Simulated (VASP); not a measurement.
# Ta2Si (I4/mcm) in VASP: single point with r2SCAN

Aim: the single point of Ta2Si with r2SCAN.

Program: VASP 6.6.1. These are calculated values, not measurements. Logs are shortened: lines on timing, memory, paths and dates and some standing lists are left out, and cuts for length are marked.

## Step 1: The cell of the first run

Symmetry: I4/mcm, No. 140, tetragonal system. The conventional cell has a = 6.415 Å, b = 6.415 Å, c = 4.847 Å, α = 90.00°, β = 90.00°, γ = 90.00°. Ta (site symmetry m2m) has 4 Si at 2.69 Å and 11 Ta at 2.89 to 3.39 Å within 3.5 Å. Within 3.2 Å of Si (site symmetry 422) lie 2 Si at 2.42 Å and 8 Ta at 2.69 Å.

## Step 2: Single point, r2SCAN (strain +0.040 along x and y, -0.040 along z)

The input, POSCAR:

```
Ta2Si
1.0
   -3.2074781903      3.2074781903      2.4237141217
    3.2074781903     -3.2074781903      2.4237141217
    3.2074781903      3.2074781903     -2.4237141217
Ta Si
4 2
Direct
    0.6635845217      0.8364154783      0.5000000000
    0.8364154783      0.3364154783      0.1728309566
    0.3364154783      0.1635845217      0.5000000000
    0.1635845217      0.6635845217      0.8271690434
    0.2500000000      0.2500000000      0.0000000000
    0.7500000000      0.7500000000      0.0000000000
```

The input, INCAR.step1:

```
SYSTEM = Ta2Si
ALGO     = Normal         ! electronic algorithm
EDIFF    = 1E-4           ! SCF threshold, eV
ENCUT    = 520            ! plane-wave cutoff, eV
GGA      = PE             ! functional
ISMEAR   = 0              ! smearing method
LASPH    = .True.         ! aspherical terms in the spheres
LCHARG   = .False.        ! write CHGCAR
LREAL    = .False.        ! projectors in reciprocal space
LWAVE    = .True.         ! write WAVECAR
NBANDS   = 35             ! bands
NELM     = 80             ! most SCF steps
PREC     = Accurate       ! precision mode
SIGMA    = 0.15           ! smearing width, eV
```

The input, INCAR.step2:

```
SYSTEM = Ta2Si
ALGO     = Normal         ! electronic algorithm
EDIFF    = 1E-6           ! SCF threshold, eV
ENCUT    = 520            ! plane-wave cutoff, eV
ISIF     = 2              ! what is computed and relaxed
ISMEAR   = 0              ! smearing method
ISTART   = 1            
LASPH    = .True.         ! aspherical terms in the spheres
LCHARG   = .False.        ! write CHGCAR
LMIXTAU  = .True.       
LREAL    = .False.        ! projectors in reciprocal space
LWAVE    = .False.        ! write WAVECAR
METAGGA  = R2SCAN         ! meta-GGA
NBANDS   = 35             ! bands
NELM     = 80             ! most SCF steps
PREC     = Accurate       ! precision mode
SIGMA    = 0.15           ! smearing width, eV
```

The input, KPOINTS:

```
k-points
0
Gamma
  12 12 12
  0 0 0
```

Potentials or basis: VASP PAW PBE potentials, release 64 (Ta_pv, Si).

The run is started by

```console
$ cat potpaw_PBE.64/Ta_pv/POTCAR potpaw_PBE.64/Si/POTCAR > POTCAR
$ cp INCAR.step1 INCAR
$ mpirun -np 1 vasp_std > vasp.out
$ cp INCAR.step2 INCAR
$ mpirun -np 1 vasp_std > vasp.out
```

OUTCAR:

```text
SYSTEM = Ta2Si
   EDIFF = 1E-6
   ENCUT = 520
   ISIF = 2
   ISMEAR = 0
   ISTART = 1
   LASPH = .True.
   LREAL = .False.
   METAGGA = R2SCAN
   NELM = 80
   PREC = Accurate

 ion  position               nearest neighbor table
   1  0.664  0.836  0.500-   5 2.69   6 2.69   6 2.69   5 2.69   3 2.89   3 2.89   3 2.97   2 3.21
                             4 3.21   4 3.21   2 3.21   4 3.39   2 3.39   4 3.39   2 3.39
   2  0.836  0.336  0.173-   6 2.69   5 2.69   5 2.69   6 2.69   4 2.89   4 2.89   4 2.97   1 3.21
                             3 3.21   3 3.21   1 3.21   1 3.39   3 3.39   3 3.39   1 3.39
   3  0.336  0.164  0.500-   6 2.69   5 2.69   5 2.69   6 2.69   1 2.89   1 2.89   1 2.97   2 3.21
                             4 3.21   4 3.21   2 3.21   4 3.39   2 3.39   2 3.39   4 3.39
   4  0.164  0.664  0.827-   6 2.69   5 2.69   5 2.69   6 2.69   2 2.89   2 2.89   2 2.97   3 3.21
                             1 3.21   1 3.21   3 3.21   3 3.39   1 3.39   1 3.39   3 3.39
   5  0.250  0.250  0.000-   6 2.42   6 2.42   1 2.69   3 2.69   1 2.69   3 2.69   2 2.69   4 2.69
                             4 2.69   2 2.69
   6  0.750  0.750  0.000-   5 2.42   5 2.42   3 2.69   1 2.69   3 2.69   1 2.69   4 2.69   2 2.69
                             4 2.69   2 2.69

  LATTYP: Found a body centered tetragonal cell.
 ALAT       =     6.4149563806
 C/A-ratio  =     0.7556447707

  Lattice vectors:

 A1 = (  -3.2074781903,   3.2074781903,   2.4237141217)
 A2 = (   3.2074781903,  -3.2074781903,   2.4237141217)
 A3 = (   3.2074781903,   3.2074781903,  -2.4237141217)

Analysis of symmetry for initial positions (statically):
=====================================================================
 Subroutine PRICEL returns:
 Original cell was already a primitive cell.

 Routine SETGRP: Setting up the symmetry group for a
 body centered tetragonal supercell.

 Subroutine GETGRP returns: Found 16 space group operations
 (whereof  8 operations were pure point group operations)
 out of a pool of 16 trial point group operations.

The static configuration has the point symmetry C_4h.
 The point group associated with its full space group is D_4h.

Analysis of symmetry for dynamics (positions and initial velocities):
=====================================================================
 Subroutine PRICEL returns:
 Original cell was already a primitive cell.

 Routine SETGRP: Setting up the symmetry group for a
 body centered tetragonal supercell.

 Subroutine GETGRP returns: Found 16 space group operations
 (whereof  8 operations were pure point group operations)
 out of a pool of 16 trial point group operations.

The dynamic configuration has the point symmetry C_4h.
 The point group associated with its full space group is D_4h.

 Subroutine INISYM returns: Found 16 space group operations
 (whereof  8 operations are pure point group operations),
 and found     1 'primitive' translations

----------------------------------------------------------------------------------------

                                     Primitive cell

  volume of cell :      99.7399

  direct lattice vectors                    reciprocal lattice vectors
    -3.207478190  3.207478190  2.423714122     0.000000000  0.155885705  0.206294957
     3.207478190 -3.207478190  2.423714122     0.155885705  0.000000000  0.206294957
     3.207478190  3.207478190 -2.423714122     0.155885705  0.155885705  0.000000000

  length of vectors
     5.142978011  5.142978011  5.142978011     0.258569067  0.258569067  0.220455679

  position of ions in fractional coordinates (direct lattice)
     0.663584522  0.836415478  0.500000000
     0.836415478  0.336415478  0.172830957
     0.336415478  0.163584522  0.500000000
     0.163584522  0.663584522  0.827169043
     0.250000000  0.250000000  0.000000000
     0.750000000  0.750000000  0.000000000

  ion indices of the primitive-cell ions
   primitive index   ion index
                 1           1
                 2           2
                 3           3
                 4           4
                 5           5
                 6           6

----------------------------------------------------------------------------------------

 KPOINTS: k-points

Automatic generation of k-mesh.
 Grid dimensions read from file:
 generate k-points for:   12   12   12

 Generating k-lattice:

  Cartesian coordinates                     Fractional coordinates (reciprocal lattice)
     0.000000000  0.012990475  0.017191246     0.083333333  0.000000000  0.000000000
     0.012990475  0.000000000  0.017191246     0.000000000  0.083333333  0.000000000
     0.012990475  0.012990475  0.000000000     0.000000000  0.000000000  0.083333333

  Length of vectors
     0.021547422  0.021547422  0.018371307

  Shift w.r.t. Gamma in fractional coordinates (k-lattice)
     0.000000000  0.000000000  0.000000000

 Subroutine IBZKPT returns following result:
 ===========================================

 Found    163 irreducible k-points:

 Following reciprocal coordinates:
            Coordinates               Weight
  0.000000  0.000000  0.000000      1.000000
  0.083333 -0.000000  0.000000      8.000000
  0.166667  0.000000  0.000000      8.000000
  0.250000 -0.000000  0.000000      8.000000
  0.333333 -0.000000  0.000000      8.000000
  0.416667 -0.000000  0.000000      8.000000
[... 16 lines left out ...]
  0.500000  0.166667  0.000000     16.000000
 -0.416667  0.166667  0.000000     16.000000
 [... further k-points ...]
   k-points           NKPTS =    163   k-points in BZ     NKDIM =    163   number of bands    NBANDS=     35
   number of dos      NEDOS =    301   number of ions     NIONS =      6
   total plane-waves  NPLWV =  64000
   dimension x,y,z NGX =    40 NGY =   40 NGZ =   40
   dimension x,y,z NGXF=    80 NGYF=   80 NGZF=   80
   ions per type =               4   2
   NGX,Y,Z   is equivalent  to a cutoff of  12.93, 12.93, 12.93 a.u.
   NGXF,Y,Z  is equivalent  to a cutoff of  25.86, 25.86, 25.86 a.u.
 SYSTEM =  Ta2Si
   PREC   = accura    normal or accurate (medium, high low for compatibility)
   ISTART =      1    job   : 0-new  1-cont  2-samecut
   ICHARG =      0    charge: 1-file 2-atom 10-const
   ISPIN  =      1    spin polarized calculation?
   LNONCOLLINEAR =      F non collinear calculations
   LSORBIT =      F    spin-orbit coupling
   LASPH  =      T    aspherical Exc in radial PAW
   ENCUT  =  520.0 eV  38.22 Ry    6.18 a.u.   9.56  9.56  9.56*2*pi/ulx,y,z
   NELM   =     80;   NELMIN=  2; NELMDL=  0     # of ELM steps
   EDIFF  = 0.1E-05   stopping-criterion for ELM
   LREAL  =      F    real-space projection
   EDIFFG = 0.1E-04   stopping-criterion for IOM
   NSW    =      0    number of steps for IOM
   IBRION =     -1    ionic relax: 0-MD 1-quasi-New 2-CG
   NFREE  =      0    steps in history (QN), initial steepest desc. (CG)
   ISIF   =      2    stress and relaxation
   ISYM   =      2    0-nonsym 1-usesym 2-fastsym
   POTIM  = 0.5000    time-step for ionic-motion
   TEBEG  =    0.0;   TEEND  =   0.0 temperature during run
   PSTRESS=    0.0 pullay stress
   NELECT =      52.0000    total number of electrons
   NUPDOWN=      -1.0000    fix difference up-down
   EMIN   =  10.00;   EMAX   =-10.00  energy-range for DOS
   EFERMI =   0.00;   METHOD = LEGACY
   ISMEAR =     0;   SIGMA  =   0.15  broadening in eV -4-tet -1-fermi 0-gaus
   EFERMI_NEDOS =   21; number of points for ismear=-14 and -15
   IALGO  =     38    algorithm
   IMIX   =      4    mixing-type and parameters
     AMIX     =   0.40;   BMIX     =  1.00
     AMIX_MAG =   1.60;   BMIX_MAG =  1.00
  volume/ion in A,a.u.               =      16.62       112.18
  Fermi-wavevector in a.u.,A,eV,Ry     =   1.317608  2.489919 23.620963  1.736092
  Thomas-Fermi vector in A             =   2.447637
   LORBIT       =      0    0 simple, 1 ext, 2 COOP (PROOUT), +10 PAW based schemes
   METAGGA = R2SCAN    functional components
   LHFCALC =     F    Hartree Fock is set to
   AEXX    =    0.0000 exact exchange contribution
   IVDW    =     0    specifies the selected vdW correction
   LEPSILON=     F    determine dielectric tensor
   LRPA    =     F    only Hartree local field effects (RPA)
 non-spin polarized calculation
 Gauss-broadening in eV      SIGMA  =   0.15
  energy-cutoff  :      520.00
  volume of cell :       99.74
 maximum number of plane-waves:      2706
 NGX is ok and might be reduce to    40
   NGX = 19   NGY = 19   NGZ = 19

 number of electron      52.0000001 magnetization

 Free energy of the ion-electron system (eV)
  ---------------------------------------------------
  ext. energy  EPLUGINS =         0.00000000
  ---------------------------------------------------
  free energy    TOTEN  =      -215.11679761 eV

  energy without entropy =     -215.08537999  energy(sigma->0) =     -215.10108880

 E-fermi :   7.2027     XC(G=0): -13.2842

 val. band max:        7.1996289923   @ k =  -0.3333  -0.4167   0.2500
 cond. band min:       7.2071891498   @ k =  -0.2500  -0.4167   0.2500
 fundamental gap:      0.0075601575
 Fermi energy:         7.2027032680

 k-point     1 :       0.0000    0.0000    0.0000
  band No.  band energies     occupation
      1     -28.7350      2.00000
      2     -28.7350      2.00000
      3     -28.6522      2.00000
      4     -28.6481      2.00000
      5     -28.6470      2.00000
      6     -28.6470      2.00000
[... 27 lines left out ...]
     34      12.1778      0.00000
     35      12.3683      0.00000

 k-point     2 :       0.0833   -0.0000    0.0000
  band No.  band energies     occupation
      1     -28.7493      2.00000
      2     -28.7455      2.00000
      3     -28.6657      2.00000
      4     -28.6424      2.00000
      5     -28.6310      2.00000
      6     -28.6275      2.00000
[... 27 lines left out ...]
     34      11.9903      0.00000
     35      12.3529      0.00000

 k-point     3 :       0.1667    0.0000    0.0000
  band No.  band energies     occupation
      1     -28.7742      2.00000
      2     -28.7619      2.00000
      3     -28.6958      2.00000
      4     -28.6321      2.00000
      5     -28.6079      2.00000
      6     -28.5975      2.00000
[... 27 lines left out ...]
     34      11.4785      0.00000
     35      11.9674      0.00000

 k-point     4 :       0.2500   -0.0000    0.0000
  band No.  band energies     occupation
      1     -28.7958      2.00000
      2     -28.7736      2.00000
      3     -28.7198      2.00000
      4     -28.6313      2.00000
      5     -28.6190      2.00000
      6     -28.5731      2.00000
[... 27 lines left out ...]
     34      11.2204      0.00000
     35      11.5402      0.00000

 k-point     5 :       0.3333   -0.0000    0.0000
  band No.  band energies     occupation
      1     -28.8102      2.00000
      2     -28.7883      2.00000
      3     -28.7149      2.00000
      4     -28.6388      2.00000
      5     -28.6293      2.00000
      6     -28.5594      2.00000
[... 638 lines left out ...]
 k-point    22 :       0.4167    0.1667    0.0000
  band No.  band energies     occupation
      1     -28.8232      2.00000
      2     -28.7720      2.00000
      3     -28.6987      2.00000
      4     -28.6405      2.00000
      5     -28.6253      2.00000
      6     -28.5987      2.00000
[... 27 lines left out ...]
     34      10.8210      0.00000
     35      11.2045      0.00000

 k-point    23 :       0.5000    0.1667    0.0000
  band No.  band energies     occupation
      1     -28.8168      2.00000
      2     -28.7619      2.00000
      3     -28.7072      2.00000
      4     -28.6637      2.00000
      5     -28.5992      2.00000
      6     -28.5925      2.00000
[... 27 lines left out ...]
     34      11.0137      0.00000
     35      11.1550      0.00000

 k-point    24 :      -0.4167    0.1667    0.0000
  band No.  band energies     occupation
      1     -28.8044      2.00000
      2     -28.7549      2.00000
      3     -28.7151      2.00000
      4     -28.6598      2.00000
      5     -28.5957      2.00000
      6     -28.5799      2.00000
[... 27 lines left out ...]
     34      11.1229      0.00000
     35      11.2827      0.00000

 [... further k-points ...]
[... 5 lines left out ...]
  --------------------------------------------------------------------------------------
  -------------------------------------------------------------------------------------
  Total       -8.1891235     -8.1891235      3.4145677      0.0000000     -0.0000000      0.0000000
  in kB     -131.5464685   -131.5464685     54.8501095      0.0000000     -0.0000000      0.0000000
  external PRESSURE =     -69.4142758 kB  Pullay stress =       0.0000000 kB

 VOLUME and BASIS-vectors are now :
 -----------------------------------------------------------------------------
  energy-cutoff  :      520.00
  volume of cell :       99.74
      direct lattice vectors                 reciprocal lattice vectors
    -3.207478190  3.207478190  2.423714122     0.000000000  0.155885705  0.206294957
     3.207478190 -3.207478190  2.423714122     0.155885705  0.000000000  0.206294957
     3.207478190  3.207478190 -2.423714122     0.155885705  0.155885705  0.000000000

 POSITION                                       TOTAL-FORCE (eV/Angst)
 -----------------------------------------------------------------------------------
      2.15809      1.04939      2.42371        -0.048505      0.048505      0.000000
     -1.04939      2.15809      2.42371        -0.048505     -0.048505      0.000000
      1.04939      2.15809      0.00000         0.048505     -0.048505     -0.000000
      4.25687      1.04939      0.00000         0.048505      0.048505     -0.000000
      0.00000      0.00000      1.21186         0.000000     -0.000000      0.000000
      0.00000      0.00000      3.63557         0.000000     -0.000000      0.000000
 -----------------------------------------------------------------------------------
    total drift:                               -0.000000     -0.000000      0.000000

  FREE ENERGIE OF THE ION-ELECTRON SYSTEM (eV)
  ---------------------------------------------------
  free  energy   TOTEN  =      -215.1167976114 eV

  energy  without entropy=     -215.0853799919  energy(sigma->0) =     -215.10108880
```

It took 63 min on 1 thread of Oxide Virtual Turin-like, shared host; peak memory 0.53 GiB.

Results:

```yaml
Free_energy: -215.1168 eV
Pressure: -6.9 GPa
Largest_force: 0.069 eV/Å
Band_gap_on_the_k_mesh: zero (bands 26 and 27 overlap by 1.47 eV)
```

Forces on the atoms (eV/Å):
```
Ta  -0.049  0.049  0.000
Ta  -0.049 -0.049  0.000
Ta   0.049 -0.049  0.000
Ta   0.049  0.049  0.000
Si   0.000  0.000  0.000
Si   0.000  0.000  0.000
```

Caveat: the cell differs from its parent crystal (strain +0.040 along x and y, -0.040 along z); the stress differs along the axes, from -13 to 5 GPa; the PAW data sets were made with another functional, which shifts forces and pressure a little; spin-orbit coupling is left out, which moves the levels of the heavy elements.
